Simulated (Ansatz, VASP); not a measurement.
# Two plane-wave programs on Rh

```
Rh
1.0
     2.72466    0.00000    0.00000
    -1.36233    2.35963    0.00000
     0.00000    0.00000    8.40721
Rh
4
Direct
  0.00000 0.00000 0.00000
  0.33333 0.66667 0.25000
  0.00000 0.00000 0.50000
  0.66667 0.33333 0.75000
```

Change from the starting cell: strain +e along x and -e along y +0.0000, strain +e along z and -e/2 along x and y -0.0367.

Alike in both runs: task single point; functional PBEsol; k mesh 18 × 18 × 6; occupations gaussian, width 0.15 eV; no spin polarisation.

|  | VASP | Ansatz |
| --- | --- | --- |
| version | VASP 6.6.1 | Ansatz 0.2.0 |
| potentials or method | VASP PAW PBE potentials, release 64 (Rh_pv), cutoff 520 eV | scalar-relativistic, plane waves, PAW |
| valence electrons in the cell | 60 | 68 |

|  | VASP | Ansatz | Ansatz less VASP |
| --- | --- | --- | --- |
| gap on the k mesh at the Fermi level (eV) | none | none | - |
| pressure (GPa) | 1.5 | 1.6 | +0.14 |
| traceless stress, the component that is largest in VASP (GPa) | 13.23 | 13.27 | +0.037 |

VASP's potentials were made for PBE, not for PBEsol, and Ansatz warns of the same on its side. A gap of «none» marks a metal or a gap that the smearing closes. VASP's potentials hold 60 valence electrons a cell and Ansatz's 68, so a difference there can come from the potentials and not from the codes.
